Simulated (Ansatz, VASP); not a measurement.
Two plane-wave programs on Sb2Pt

Contents of INCAR:

```
SYSTEM = Sb2Pt
PREC = Accurate
ENCUT = 520
EDIFF = 1E-7
ISMEAR = 0
SIGMA = 0.05
LREAL = .False.
LASPH = .True.
NELM = 60
ALGO = Normal
ISIF = 2
LWAVE = .False.
LCHARG = .False.
GGA = PE
NBANDS = 17
```

Contents of KPOINTS:

```
Automatic mesh
0
Gamma
  10 10 6
  0 0 0
```

The input POSCAR:

```
Sb2Pt
1.0
    4.0599872515      0.0000000000      0.0608998088
   -2.0299936257      3.5160520988     -0.0304499044
    0.0783885881      0.0000000000      5.2259058719
Pt Sb
1 2
Direct
    0.0000000000      0.0000000000      0.0000000000
    0.3333333333      0.6666666667      0.2584105895
    0.6666666667      0.3333333333      0.7415894105
```

Input for Ansatz:

```yaml
crystal:
  lattice:
    - [4.0599872515, 0.0, 0.0608998088]
    - [-2.0299936257, 3.5160520988, -0.0304499044]
    - [0.0783885881, 0.0, 5.2259058719]
  atoms:
    - { symbol: Pt, position: [0.0, 0.0, 0.0] }
    - { symbol: Sb, position: [0.3333333333, 0.6666666667, 0.2584105895] }
    - { symbol: Sb, position: [0.6666666667, 0.3333333333, 0.7415894105] }
basis:
  ecutwfc: 420
  ecutrho_ratio: 4
kpoints:
  mp_grid: { grid: [10, 10, 6] }
hamiltonian:
  xc: pbe
scf:
  occupations: { method: gaussian, width: 0.05 }
output:
  forces: true
  stress: true
  eigenvalues: true
```

Change from the starting cell: strain e5 = +0.03, atoms carried along.

Alike in both runs: task single point; functional PBE; k mesh 10 × 10 × 6; occupations gaussian, width 0.05 eV; no spin polarisation.

```csv
,VASP,Ansatz
version,VASP 6.6.1,Ansatz 0.2.0
potentials or method,"VASP PAW PBE potentials, release 64 (Pt, Sb), cutoff 520 eV","scalar-relativistic, plane waves, PAW"
valence electrons in the cell,20,48
```

Ansatz gave:

- gap on the k mesh at the Fermi level (eV): none
- pressure (GPa): 0.1
- traceless stress, the component that is largest in VASP (GPa): -1.91
- rms of the force components (eV/Å): 0.104

Question: Which values does VASP return?

Answer: gap on the k mesh at the Fermi level (eV): none; pressure (GPa): -0.2; traceless stress, the component that is largest in VASP (GPa): -1.90; rms of the force components (eV/Å): 0.103.

Atom by atom the forces differ by 0.009 eV/Å (rms over components). A gap of «none» marks a metal or a gap that the smearing closes. The functional is the same, so the differences come from potentials, cutoffs and numerics. VASP's potentials hold 20 valence electrons a cell and Ansatz's 48, so a difference there can come from the potentials and not from the codes.

Neither program's run includes spin-orbit coupling.
